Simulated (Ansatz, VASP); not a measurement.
**SrTiO3: VASP beside Ansatz**

```xyz
5
Lattice="3.8914 0.0000 0.0000 0.0000 3.8914 0.0000 0.0000 0.0000 3.8914" Properties=species:S:1:pos:R:3 pbc="T T T"
Sr   -0.0761    0.0000    0.0000
Ti    2.1645    1.9457    1.9457
O    -0.0831    1.9457    1.9457
O     1.8683    0.0000    1.9457
O     1.8683    1.9457    0.0000
```

Change from the starting cell: mode 1 frozen in at -0.124 Å and mode 7 at +0.149 Å (largest displacements).

Alike in both runs: task single point; functional PBEsol; k mesh 8 × 8 × 8; occupations gaussian, width 0.05 eV; no spin polarisation.

|  | VASP | Ansatz |
| --- | --- | --- |
| version | VASP 6.6.1 | Ansatz 0.2.0 |
| potentials or method | VASP PAW PBE potentials, release 64 (Sr_sv, Ti_sv, O), cutoff 520 eV | scalar-relativistic, plane waves, PAW |
| valence electrons in the cell | 40 | 40 |

|  | VASP | Ansatz | Ansatz less VASP |
| --- | --- | --- | --- |
| gap on the k mesh at the Fermi level (eV) | 1.90 | 1.94 | +0.043 |
| least direct gap on the mesh (eV) | 2.62 | 2.65 | +0.032 |
| pressure (GPa) | 8.1 | 7.3 | -0.79 |
| traceless stress, the component that is largest in VASP (GPa) | 12.81 | 12.29 | -0.522 |
| rms of the force components (eV/Å) | 1.832 | 1.745 | -0.0868 |

VASP's potentials were made for PBE, not for PBEsol, and Ansatz warns of the same on its side. Atom by atom the forces differ by 0.089 eV/Å (rms over components). The functional is the same, so the differences come from potentials, cutoffs and numerics.
